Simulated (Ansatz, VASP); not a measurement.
## ZnC4: VASP beside Ansatz

```
CELL_PARAMETERS angstrom
-2.73582 2.73582 2.22787
2.73582 -2.73582 2.22787
2.73582 2.73582 -2.22787
ATOMIC_POSITIONS crystal
Zn 0.00000 0.00000 0.00000
C 0.00000 0.38222 0.38222
C 0.00000 0.61778 0.61778
C 0.38222 0.00000 0.38222
C 0.61778 0.00000 0.61778
```

Change from the starting cell: species swapped into the TmAu4 type (I4/m, No. 87).

Alike in both runs: functional PBE; k mesh 6 × 6 × 6; occupations gaussian, width 0.1 eV; no spin polarisation.

Ansatz relaxed the structure, and its values are those at the end. VASP's run is a single point on that final structure, the one shown.

|  | VASP | Ansatz |
| --- | --- | --- |
| version | VASP 6.6.1 | Ansatz 0.2.0 |
| potentials or method | VASP PAW PBE potentials, release 64 (Zn, C), cutoff 520 eV | scalar-relativistic, plane waves, PAW |
| valence electrons in the cell | 28 | 28 |

Ansatz gave:

```
gap on the k mesh at the Fermi level (eV) : none
pressure (GPa)                            : -0.1
rms of the force components (eV/Å)        : 0.005
```

Question: What did VASP give for the same quantities?

Answer: gap on the k mesh at the Fermi level (eV): none; pressure (GPa): 0.2; rms of the force components (eV/Å): 0.030.

A gap of «none» marks a metal or a gap that the smearing closes.
